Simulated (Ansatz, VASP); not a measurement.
**One calculation of TiC, two programs**

Contents of INCAR:

```
SYSTEM = TiC
PREC     = Accurate       ! precision mode
ENCUT    = 520            ! plane-wave cutoff, eV
EDIFF    = 1E-6           ! SCF threshold, eV
ISMEAR   = 0              ! smearing method
SIGMA    = 0.15           ! smearing width, eV
LREAL    = .False.        ! projectors in reciprocal space
LASPH    = .True.         ! aspherical terms in the spheres
NELM     = 100            ! most SCF steps
ALGO     = Normal         ! electronic algorithm
ISIF     = 2              ! what is computed and relaxed
LWAVE    = .False.        ! write WAVECAR
LCHARG   = .False.        ! write CHGCAR
GGA      = PS             ! functional
NBANDS   = 15             ! bands
```

Contents of KPOINTS:

```
regular mesh
0
Gamma
  18 18 18
  0 0 0
```

The input POSCAR:

```
TiC
1.0
    0.0000000000      2.2289200000      2.1964600000
    2.2289200000      0.0000000000      2.1964600000
    2.2289200000      2.2289200000      0.0000000000
Ti C
1 1
Direct
    0.0000000000      0.0000000000      0.0000000000
    0.5000000000      0.5000000000      0.5000000000
```

Input for Ansatz:

```yaml
crystal:
  lattice:
    - [0.0, 2.22892, 2.19646]
    - [2.22892, 0.0, 2.19646]
    - [2.22892, 2.22892, 0.0]
  atoms:
    - { symbol: Ti, position: [0.0, 0.0, 0.0] }
    - { symbol: C, position: [0.5, 0.5, 0.5] }
basis:
  ecutwfc: 420
kpoints:
  mp_grid: { grid: [18, 18, 18] }
hamiltonian:
  xc: pbesol
scf:
  occupations: { method: gaussian, width: 0.15 }
output:
  forces: true
  stress: true
  eigenvalues: true
```

Change from the starting cell: strain +0.030 along x and y, +0.015 along z, atoms carried along.

Alike in both runs: task single point; functional PBEsol; k mesh 18 × 18 × 18; occupations gaussian, width 0.15 eV; no spin polarisation.

|  | VASP | Ansatz |
| --- | --- | --- |
| version | VASP 6.6.1 | Ansatz 0.2.0 |
| potentials or method | VASP PAW PBE potentials, release 64 (Ti_sv, C), cutoff 520 eV | scalar-relativistic, plane waves, PAW |
| valence electrons in the cell | 16 | 16 |

Ansatz gave:

- gap on the k mesh at the Fermi level (eV): none
- pressure (GPa): -21.5
- traceless stress, the component that is largest in VASP (GPa): 2.66

Question: Estimate VASP's values.

Answer: gap on the k mesh at the Fermi level (eV): none; pressure (GPa): -21.4; traceless stress, the component that is largest in VASP (GPa): 2.69.

VASP's potentials were made for PBE, not for PBEsol. A gap of «none» marks a metal or a gap that the smearing closes.
